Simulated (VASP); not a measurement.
# Hg3Pt (Pm-3m) in VASP: a series of runs

The runs below take Hg3Pt through single point, relaxation of cell and atoms, with LDA.

Everything below comes from runs of VASP 6.6.1. Logs are shortened: lines on timing, memory, paths and dates and some standing lists are left out, and cuts for length are marked.

### Step 1. The cell of the first run

It takes space group Pm-3m (No. 221, cubic). Conventional cell: a = 4.139 Å, b = 4.139 Å, c = 4.139 Å, α = 90.00°, β = 90.00°, γ = 90.00°. Hg (site symmetry 4/mmm) has 8 Hg at 2.93 Å and 4 Pt at 2.93 Å within 3.9 Å. Within 3.9 Å of Pt (site symmetry m-3m) lie 12 Hg at 2.93 Å.

### Step 2. Single point, LDA

Contents of INCAR:

```
SYSTEM = Hg3Pt
PREC = Accurate
ENCUT = 570
EDIFF = 1E-6
ISMEAR = 1
SIGMA = 0.15
LREAL = .FALSE.
LASPH = .TRUE.
NELM = 120
ALGO = Normal
ISIF = 2
LWAVE = .FALSE.
LCHARG = .FALSE.
GGA = CA
NBANDS = 47
GGA_COMPAT = .FALSE.
```

Contents of KPOINTS:

```
regular mesh
0
G
  5 5 5
  0 0 0
```

Contents of POSCAR:

```
Hg3Pt
1.0
    4.1389614984      0.0000000000      0.0000000000
    0.0000000000      4.1389614984      0.0000000000
    0.0000000000      0.0000000000      4.1389614984
Hg Pt
3 1
Direct
    0.0000000000      0.5000000000      0.5000000000
    0.5000000000      0.0000000000      0.5000000000
    0.5000000000      0.5000000000      0.0000000000
    0.0000000000      0.0000000000      0.0000000000
```

Potentials or basis: VASP PAW LDA potentials, release 64 (Hg_sv_GW, Pt_sv_GW).

Command:

```sh
$ cat potpaw_LDA.64/Hg_sv_GW/POTCAR potpaw_LDA.64/Pt_sv_GW/POTCAR > POTCAR
$ mpirun -np 1 vasp_std > vasp.out
```

OUTCAR:

```text
SYSTEM = Hg3Pt
   PREC = Accurate
   ENCUT = 570
   EDIFF = 1E-6
   ISMEAR = 1
   LREAL = .FALSE.
   LASPH = .TRUE.
   NELM = 120
   ISIF = 2
   GGA = CA

 ion  position               nearest neighbor table
   1  0.000  0.500  0.500-   2 2.93   3 2.93   4 2.93   3 2.93   4 2.93   2 2.93   4 2.93   4 2.93
                             2 2.93   3 2.93   3 2.93   2 2.93
   2  0.500  0.000  0.500-   1 2.93   3 2.93   4 2.93   3 2.93   4 2.93   1 2.93   3 2.93   3 2.93
                             1 2.93   4 2.93   4 2.93   1 2.93
   3  0.500  0.500  0.000-   1 2.93   2 2.93   4 2.93   1 2.93   2 2.93   2 2.93   4 2.93   2 2.93
                             1 2.93   4 2.93   1 2.93   4 2.93
   4  0.000  0.000  0.000-   1 2.93   2 2.93   3 2.93   1 2.93   2 2.93   1 2.93   3 2.93   1 2.93
                             2 2.93   3 2.93   2 2.93   3 2.93

  LATTYP: Found a simple cubic cell.
 ALAT       =     4.1389614984

  Lattice vectors:

 A1 = (   4.1389614984,   0.0000000000,   0.0000000000)
 A2 = (   0.0000000000,   4.1389614984,   0.0000000000)
 A3 = (   0.0000000000,   0.0000000000,   4.1389614984)

Analysis of symmetry for initial positions (statically):
=====================================================================
 Subroutine PRICEL returns:
 Original cell was already a primitive cell.

 Routine SETGRP: Setting up the symmetry group for a
 simple cubic supercell.

 Subroutine GETGRP returns: Found 48 space group operations
 (whereof 48 operations were pure point group operations)
 out of a pool of 48 trial point group operations.

The static configuration has the point symmetry O_h .

Analysis of symmetry for dynamics (positions and initial velocities):
=====================================================================
 Subroutine PRICEL returns:
 Original cell was already a primitive cell.

 Routine SETGRP: Setting up the symmetry group for a
 simple cubic supercell.

 Subroutine GETGRP returns: Found 48 space group operations
 (whereof 48 operations were pure point group operations)
 out of a pool of 48 trial point group operations.

The dynamic configuration has the point symmetry O_h .

 Subroutine INISYM returns: Found 48 space group operations
 (whereof 48 operations are pure point group operations),
 and found     1 'primitive' translations

----------------------------------------------------------------------------------------

                                     Primitive cell

  volume of cell :      70.9046

  direct lattice vectors                    reciprocal lattice vectors
     4.138961498  0.000000000  0.000000000     0.241606500  0.000000000  0.000000000
     0.000000000  4.138961498  0.000000000     0.000000000  0.241606500  0.000000000
     0.000000000  0.000000000  4.138961498     0.000000000  0.000000000  0.241606500

  length of vectors
     4.138961498  4.138961498  4.138961498     0.241606500  0.241606500  0.241606500

  position of ions in fractional coordinates (direct lattice)
     0.000000000  0.500000000  0.500000000
     0.500000000  0.000000000  0.500000000
     0.500000000  0.500000000  0.000000000
     0.000000000  0.000000000  0.000000000

  ion indices of the primitive-cell ions
   primitive index   ion index
                 1           1
                 2           2
                 3           3
                 4           4

----------------------------------------------------------------------------------------

 KPOINTS: regular mesh

Automatic generation of k-mesh.
 Grid dimensions read from file:
 generate k-points for:    5    5    5

 Generating k-lattice:

  Cartesian coordinates                     Fractional coordinates (reciprocal lattice)
     0.048321300  0.000000000  0.000000000     0.200000000  0.000000000  0.000000000
     0.000000000  0.048321300  0.000000000     0.000000000  0.200000000  0.000000000
     0.000000000  0.000000000  0.048321300     0.000000000  0.000000000  0.200000000

  Length of vectors
     0.048321300  0.048321300  0.048321300

  Shift w.r.t. Gamma in fractional coordinates (k-lattice)
     0.000000000  0.000000000  0.000000000

 Subroutine IBZKPT returns following result:
 ===========================================

 Found     10 irreducible k-points:

 Following reciprocal coordinates:
            Coordinates               Weight
  0.000000  0.000000  0.000000      1.000000
  0.200000  0.000000  0.000000      6.000000
  0.400000  0.000000  0.000000      6.000000
  0.200000  0.200000  0.000000     12.000000
  0.400000  0.200000  0.000000     24.000000
  0.400000  0.400000  0.000000     12.000000
  0.200000  0.200000  0.200000      8.000000
  0.400000  0.200000  0.200000     24.000000
  0.400000  0.400000  0.200000     24.000000
  0.400000  0.400000  0.400000      8.000000
   k-points           NKPTS =     10   k-points in BZ     NKDIM =     10   number of bands    NBANDS=     47
   number of dos      NEDOS =    301   number of ions     NIONS =      4
   total plane-waves  NPLWV =  32768
   dimension x,y,z NGX =    32 NGY =   32 NGZ =   32
   dimension x,y,z NGXF=    64 NGYF=   64 NGZF=   64
   ions per type =               3   1
   NGX,Y,Z   is equivalent  to a cutoff of  12.85, 12.85, 12.85 a.u.
   NGXF,Y,Z  is equivalent  to a cutoff of  25.71, 25.71, 25.71 a.u.
 SYSTEM =  Hg3Pt
   PREC   = accura    normal or accurate (medium, high low for compatibility)
   ISTART =      0    job   : 0-new  1-cont  2-samecut
   ICHARG =      2    charge: 1-file 2-atom 10-const
   ISPIN  =      1    spin polarized calculation?
   LNONCOLLINEAR =      F non collinear calculations
   LSORBIT =      F    spin-orbit coupling
   LASPH  =      T    aspherical Exc in radial PAW
   ENCUT  =  570.0 eV  41.89 Ry    6.47 a.u.   8.06  8.06  8.06*2*pi/ulx,y,z
   NELM   =    120;   NELMIN=  2; NELMDL= -5     # of ELM steps
   EDIFF  = 0.1E-05   stopping-criterion for ELM
   LREAL  =      F    real-space projection
   EDIFFG = 0.1E-04   stopping-criterion for IOM
   NSW    =      0    number of steps for IOM
   IBRION =     -1    ionic relax: 0-MD 1-quasi-New 2-CG
   NFREE  =      0    steps in history (QN), initial steepest desc. (CG)
   ISIF   =      2    stress and relaxation
   ISYM   =      2    0-nonsym 1-usesym 2-fastsym
   POTIM  = 0.5000    time-step for ionic-motion
   TEBEG  =    0.0;   TEEND  =   0.0 temperature during run
   PSTRESS=    0.0 pullay stress
   NELECT =      78.0000    total number of electrons
   NUPDOWN=      -1.0000    fix difference up-down
   EMIN   =  10.00;   EMAX   =-10.00  energy-range for DOS
   EFERMI =   0.00;   METHOD = LEGACY
   ISMEAR =     1;   SIGMA  =   0.15  broadening in eV -4-tet -1-fermi 0-gaus
   EFERMI_NEDOS =   21; number of points for ismear=-14 and -15
   IALGO  =     38    algorithm
   IMIX   =      4    mixing-type and parameters
     AMIX     =   0.40;   BMIX     =  1.00
     AMIX_MAG =   1.60;   BMIX_MAG =  1.00
  volume/ion in A,a.u.               =      17.73       119.62
  Fermi-wavevector in a.u.,A,eV,Ry     =   1.689980  3.193600 38.858694  2.856033
  Thomas-Fermi vector in A             =   2.772010
   LORBIT       =      0    0 simple, 1 ext, 2 COOP (PROOUT), +10 PAW based schemes
   GGA     = CA    functional components
   LHFCALC =     F    Hartree Fock is set to
   AEXX    =    0.0000 exact exchange contribution
   IVDW    =     0    specifies the selected vdW correction
   LEPSILON=     F    determine dielectric tensor
   LRPA    =     F    only Hartree local field effects (RPA)
 non-spin polarized calculation
 Methfessel and Paxton  Order N= 1 SIGMA  =   0.15
  energy-cutoff  :      570.00
  volume of cell :       70.90
 maximum number of plane-waves:      2221
   NGX = 17   NGY = 17   NGZ = 17

 number of electron      77.9999986 magnetization

 Free energy of the ion-electron system (eV)
  ---------------------------------------------------
  ext. energy  EPLUGINS =         0.00000000
  ---------------------------------------------------
  free energy    TOTEN  =        -9.90127946 eV

  energy without entropy =       -9.89909809  energy(sigma->0) =       -9.90055234

 E-fermi :   9.2844     XC(G=0): -13.4453

 val. band max:        9.0590338890   @ k =   0.4000   0.4000   0.2000
 cond. band min:       9.3296527670   @ k =   0.4000   0.2000   0.0000
 fundamental gap:      0.2706188779
 Fermi energy:         9.2844492955

 k-point     1 :       0.0000    0.0000    0.0000
  band No.  band energies     occupation
      1    -106.0554      2.00000
      2    -106.0494      2.00000
      3    -106.0494      2.00000
      4     -88.5135      2.00000
      5     -54.7390      2.00000
      6     -54.7390      2.00000
[... 39 lines left out ...]
     46      17.0021      0.00000
     47      17.7027      0.00000

 k-point     2 :       0.2000    0.0000    0.0000
  band No.  band energies     occupation
      1    -106.0550      2.00000
      2    -106.0499      2.00000
      3    -106.0494      2.00000
      4     -88.5144      2.00000
      5     -54.7355      2.00000
      6     -54.7355      2.00000
[... 39 lines left out ...]
     46      16.8980      0.00000
     47      16.9983      0.00000

 k-point     3 :       0.4000    0.0000    0.0000
  band No.  band energies     occupation
      1    -106.0538      2.00000
      2    -106.0511      2.00000
      3    -106.0494      2.00000
      4     -88.5142      2.00000
      5     -54.7291      2.00000
      6     -54.7291      2.00000
[... 39 lines left out ...]
     46      16.9696      0.00000
     47      20.4492      0.00000

 k-point     4 :       0.2000    0.2000    0.0000
  band No.  band energies     occupation
      1    -106.0545      2.00000
      2    -106.0501      2.00000
      3    -106.0497      2.00000
      4     -88.5145      2.00000
      5     -54.7413      2.00000
      6     -54.7319      2.00000
[... 239 lines left out ...]
     46      17.8838      0.00000
     47      19.3646      0.00000

 k-point     9 :       0.4000    0.4000    0.2000
  band No.  band energies     occupation
      1    -106.0522      2.00000
      2    -106.0512      2.00000
      3    -106.0508      2.00000
      4     -88.5144      2.00000
      5     -54.7661      2.00000
      6     -54.7005      2.00000
[... 39 lines left out ...]
     46      20.1795      0.00000
     47      20.3318      0.00000

 k-point    10 :       0.4000    0.4000    0.4000
  band No.  band energies     occupation
      1    -106.0518      2.00000
      2    -106.0512      2.00000
      3    -106.0512      2.00000
      4     -88.5147      2.00000
      5     -54.7818      2.00000
      6     -54.6875      2.00000
[... 39 lines left out ...]
     46      21.8072      0.00000
     47      21.8119      0.00000

------------------------ aborting loop because EDIFF is reached ----------------------------------------

  FORCE on cell =-STRESS in cart. coord.  units (eV):
  Direction    XX          YY          ZZ          XY          YZ          ZX
  --------------------------------------------------------------------------------------
  -------------------------------------------------------------------------------------
  Total        2.3499982      2.3499982      2.3499982      0.0000000     -0.0000000      0.0000000
  in kB       53.1011525     53.1011525     53.1011525      0.0000000     -0.0000000      0.0000000
  external PRESSURE =      53.1011525 kB  Pullay stress =       0.0000000 kB

 VOLUME and BASIS-vectors are now :
 -----------------------------------------------------------------------------
  energy-cutoff  :      570.00
  volume of cell :       70.90
      direct lattice vectors                 reciprocal lattice vectors
     4.138961498  0.000000000  0.000000000     0.241606500  0.000000000  0.000000000
     0.000000000  4.138961498  0.000000000     0.000000000  0.241606500  0.000000000
     0.000000000  0.000000000  4.138961498     0.000000000  0.000000000  0.241606500

 POSITION                                       TOTAL-FORCE (eV/Angst)
 -----------------------------------------------------------------------------------
      0.00000      2.06948      2.06948         0.000000      0.000000      0.000000
      2.06948      0.00000      2.06948         0.000000      0.000000      0.000000
      2.06948      2.06948      0.00000         0.000000      0.000000      0.000000
      0.00000      0.00000      0.00000         0.000000      0.000000      0.000000
 -----------------------------------------------------------------------------------
    total drift:                                0.000000     -0.000000     -0.000000

  FREE ENERGIE OF THE ION-ELECTRON SYSTEM (eV)
  ---------------------------------------------------
  free  energy   TOTEN  =        -9.9012794612 eV

  energy  without entropy=       -9.8990980928  energy(sigma->0) =       -9.90055234
```

Wall time 32 s (1 thread of AMD EPYC 7R13 (Zen 3), shared host); peak memory 0.15 GiB.

Results:

```yaml
Free_energy: -9.9013 eV
Pressure: 5.3 GPa
Band_gap_on_the_k_mesh: zero (bands 39 and 40 overlap by 2.77 eV)
```

Caveat: the cell stands under pressure; spin-orbit coupling is left out, which moves the levels of the heavy elements.

### Step 3. Relaxation of cell and atoms, LDA

This run uses another cell than the first one, of 20.50 Å³/atom.

Contents of INCAR:

```
SYSTEM = Hg3Pt
  PREC = Accurate
  ENCUT = 570
  EDIFF = 1E-7
  ISMEAR = 1
  SIGMA = 0.15
  LREAL = .FALSE.
  LASPH = .TRUE.
  NELM = 120
  ALGO = Normal
  ISIF = 3
  LWAVE = .FALSE.
  LCHARG = .FALSE.
  GGA = CA
  IBRION = 2
  NSW = 80
  EDIFFG = -0.01
  GGA_COMPAT = .FALSE.
  NELMIN = 4
```

KPOINTS is that of step 2.

Contents of POSCAR:

```
Hg3Pt
1.0
    4.3442210000      0.0000000000      0.0000000000
    0.0000000000      4.3442210000      0.0000000000
    0.0000000000      0.0000000000      4.3442210000
Hg Pt
3 1
Direct
    0.0000000000      0.5000000000      0.5000000000
    0.5000000000      0.0000000000      0.5000000000
    0.5000000000      0.5000000000      0.0000000000
    0.0000000000      0.0000000000      0.0000000000
```

Potentials or basis: VASP PAW LDA potentials, release 64 (Hg_sv_GW, Pt_sv_GW).

Command:

```sh
$ cat potpaw_LDA.64/Hg_sv_GW/POTCAR potpaw_LDA.64/Pt_sv_GW/POTCAR > POTCAR
$ mpirun -np 1 vasp_std > vasp.out
```

Run time: 96 s. Hardware: 1 thread of Intel Xeon 6975P-C (Granite Rapids), shared host; peak memory 0.2 GiB.

Results (log left out):

```yaml
Free_energy: -9.9674 eV
Relaxed_volume: 18.38 Å³/atom
Relaxed_cell: a = 4.189 Å, b = 4.189 Å, c = 4.189 Å, α = 90.00°, β = 90.00°, γ = 90.00°
Space_group_after_relaxing_to_0.1_Å: Pm-3m (No. 221)
Energy_gained_by_relaxing: 80.4 meV/atom
Ionic_steps: 4
Pressure_after_relaxing: 0.0 GPa
Band_gap_on_the_k_mesh: zero (bands 39 and 40 overlap by 2.56 eV)
```

Step by step:
```tsv
step	energy change (eV)	largest force (eV/Å)	pressure (GPa)	volume (Å³)
1	0.0000	0.0000	-10.74	81.99
2	0.0130	0.0000	17.59	66.74
3	-0.3215	0.0000	-0.25	73.68
4	-0.3216	0.0000	0.04	73.52
```

Final structure:
```
Hg Pt
1.0
     4.18920    0.00000    0.00000
     0.00000    4.18920    0.00000
     0.00000    0.00000    4.18920
Hg Pt
3 1
Cartesian
  0.0000 2.0946 2.0946
  2.0946 0.0000 2.0946
  2.0946 2.0946 0.0000
  0.0000 0.0000 0.0000
```

Levels at points of the mesh, in eV from the Fermi level:
| k point | band 36 | band 37 | band 38 | band 39 | band 40 | band 41 | band 42 | band 43 |
| --- | --- | --- | --- | --- | --- | --- | --- | --- |
| (0.00, 0.00, 0.00) | -1.71 | -1.71 | -0.55 | -0.55 | -0.55 | 2.65 | 2.65 | 3.81 |

Caveat: spin-orbit coupling is left out, which moves the levels of the heavy elements.

(Continued in part 2 of 2.)

The gap in the log of VASP goes by the Fermi energy; the results here count the filled bands.